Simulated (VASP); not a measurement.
HfO2: single point with PBE+D3(BJ)

HfO2, a slab with vacuum:

```
CELL_PARAMETERS angstrom
7.17473 0.00000 0.00000
0.00000 6.32742 0.00000
0.00000 0.00000 22.74329
ATOMIC_POSITIONS crystal
O 0.25000 0.52675 0.35175
O 0.75000 0.52675 0.35175
O 0.00000 0.95541 0.36541
O 0.50000 0.95541 0.36541
O 0.25000 0.18747 0.41672
O 0.75000 0.18747 0.41672
O 0.00000 0.61613 0.43038
O 0.50000 0.61613 0.43038
O 0.24720 0.84672 0.48068
O 0.75280 0.84672 0.48068
O 0.00000 0.26941 0.48559
O 0.50000 0.27833 0.48858
O 0.24181 0.49853 0.54439
O 0.75819 0.49853 0.54439
O 0.00000 0.96652 0.55818
O 0.50000 0.93506 0.55293
Hf 0.25000 0.82144 0.39106
Hf 0.75000 0.82144 0.39106
Hf 0.00000 0.32144 0.39106
Hf 0.50000 0.32144 0.39106
Hf 0.24495 0.14587 0.51777
Hf 0.75505 0.14587 0.51777
Hf 0.00000 0.66707 0.51908
Hf 0.50000 0.62461 0.51870
```

| Quantity | Value |
| --- | --- |
| Program | VASP 6.6.1 |
| Task | single point |
| Functional | PBE |
| Dispersion | D3(BJ) |
| Potentials or basis | VASP PAW PBE potentials, release 64 (O, Hf_pv) |
| Cutoff | 520 eV |
| k mesh | 2 × 3 × 1 |
| Occupations | gaussian, width 0.05 eV |
| Spin | no spin polarisation |

```yaml
Largest_force: 2.150 eV/Å
Band_gap_on_the_k_mesh: 3.45 eV
Dispersion_energy_per_atom: -0.146 eV
```

Forces on the atoms (eV/Å):
```
O    0.062 -0.571  0.071
O   -0.062 -0.571  0.071
O    0.000  0.812 -0.594
O    0.000  0.804 -0.563
O    0.288 -0.198  0.186
O   -0.288 -0.198  0.186
O    0.000  0.161  0.458
O    0.000  0.110  0.270
O   -0.543 -0.025 -0.156
O    0.543 -0.025 -0.156
O    0.000 -0.021  0.074
O    0.000 -0.007  0.502
O    0.219 -0.511  0.460
O   -0.219 -0.511  0.460
O    0.000  0.056  0.117
O    0.000  0.496  0.529
Hf  -0.124 -1.330 -0.067
Hf   0.124 -1.330 -0.067
Hf   0.000  1.212  0.661
Hf   0.000  1.064  0.527
Hf   0.344 -0.953 -1.089
Hf  -0.344 -0.953 -1.089
Hf   0.000  0.344 -0.639
Hf   0.000  2.144 -0.153
```

Levels at points of the mesh, in eV from the valence-band top:
```csv
k point,band 86,band 87,band 88,band 89,band 90,band 91
"(0.00, 0.00, 0.00)",-0.42,-0.16,-0.14,3.45,3.89,3.94
"(0.50, 0.00, 0.00)",-0.41,-0.34,-0.12,3.62,3.86,4.04
```

Wall time 24 min on 1 thread of Intel(R) Xeon(R) Platinum 8259CL CPU @ 2.50GHz (Skylake/Cascade Lake), with other jobs on the host, peak memory 1 GiB.

Caveat: the k points lie up to 0.44 Å⁻¹ apart; spin-orbit coupling is left out, which moves the levels of the heavy elements.
